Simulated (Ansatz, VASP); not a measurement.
**One calculation of Sn, two programs**

```xyz
2
Lattice="-2.9736 2.9736 1.6072 2.9736 -2.9736 1.6072 2.9736 2.9736 -1.6072" Properties=species:S:1:pos:R:3 pbc="T T T"
Sn    0.0000    0.0000    0.0000
Sn    0.0000    2.9736    0.8036
```

Alike in both runs: functional PBE; k mesh 30 × 30 × 30; occupations gaussian, width 0.2 eV; no spin polarisation.

Ansatz relaxed the structure, and its values are those at the end. VASP's run is a single point on that final structure, the one shown.

```csv
,VASP,Ansatz
version,VASP 6.6.1,Ansatz 0.2.0
potentials or method,"VASP PAW PBE potentials, release 64 (Sn_d)","scalar-relativistic, plane waves, PAW"
plane-wave cutoff (eV),520,420
valence electrons in the cell,28,28
```

```csv
,VASP,Ansatz,Ansatz less VASP
gap on the k mesh at the Fermi level (eV),none,none,-
pressure (GPa),-0.1,0.0,+0.06
```

A gap of «none» marks a metal or a gap that the smearing closes.
